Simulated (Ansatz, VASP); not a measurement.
## Zr2Br in VASP and in Ansatz

Contents of INCAR:

```
PREC = Accurate
ENCUT = 520
EDIFF = 1E-6
ISMEAR = 0
SIGMA = 0.1
LREAL = F
LASPH = T
NELM = 150
ALGO = Normal
ISIF = 2
LWAVE = F
LCHARG = F
ISPIN = 2
MAGMOM = 1 1 0
LORBIT = 11
LMAXMIX = 4
GGA = PE
NBANDS = 26
```

KPOINTS

```
Automatic mesh
0
Gamma
  6 6 6
```

File POSCAR:

```
Zr2Br
1.0
    5.0749711628      0.0000000000      0.0000000000
   -2.5374855814      4.3950539505      0.0000000000
    0.0000000000      0.0000000000      3.1245998606
Zr Br
2 1
Direct
    0.3333333333      0.6666666667      0.5000000000
    0.6666666667      0.3333333333      0.5000000000
    0.0000000000      0.0000000000      0.0000000000
```

Input for Ansatz:

```yaml
crystal:
  lattice:
    - [5.0749711628, 0.0, 0.0]
    - [-2.5374855814, 4.3950539505, 0.0]
    - [0.0, 0.0, 3.1245998606]
  atoms:
    - { symbol: Zr, position: [0.3333333333, 0.6666666667, 0.5], spin: 1.0 }
    - { symbol: Zr, position: [0.6666666667, 0.3333333333, 0.5], spin: 1.0 }
    - { symbol: Br, position: [0.0, 0.0, 0.0] }
basis:
  ecutwfc: 420
kpoints:
  mp_grid: { grid: [6, 6, 6] }
hamiltonian:
  xc: pbe
scf:
  occupations: { method: gaussian, width: 0.1 }
  lower_state_search: "off"
output:
  forces: true
  stress: true
  eigenvalues: true
  populations: true
magnetization:
  spin_polarized: true
```

Change from the starting cell: species swapped into the CeHg2 type (P6/mmm, No. 191).

Alike in both runs: task single point; functional PBE; k mesh 6 × 6 × 6; occupations gaussian, width 0.1 eV; collinear spin.

|  | VASP | Ansatz |
| --- | --- | --- |
| version | VASP 6.6.1 | Ansatz 0.2.0 |
| potentials or method | VASP PAW PBE potentials, release 64 (Zr_sv, Br), cutoff 520 eV | scalar-relativistic, plane waves, PAW |
| valence electrons in the cell | 31 | 31 |

VASP gave:

```
gap on the k mesh at the Fermi level (eV)                     : none
pressure (GPa)                                                : 0.8
traceless stress, the component that is largest in VASP (GPa) : -0.50
net moment per atom (μB)                                      : 0.42
size of the moment on the site where the two differ most (μB) : 0.42
```

Task: Which values does Ansatz return?

Result: gap on the k mesh at the Fermi level (eV): none; pressure (GPa): 0.7; traceless stress, the component that is largest in VASP (GPa): -0.47; net moment per atom (μB): 0.42; size of the moment on the site where the two differ most (μB): 0.40.

Site moments also hang on the region over which each program counts them. A gap of «none» marks a metal or a gap that the smearing closes. The functional is the same, so the differences come from potentials, cutoffs and numerics.
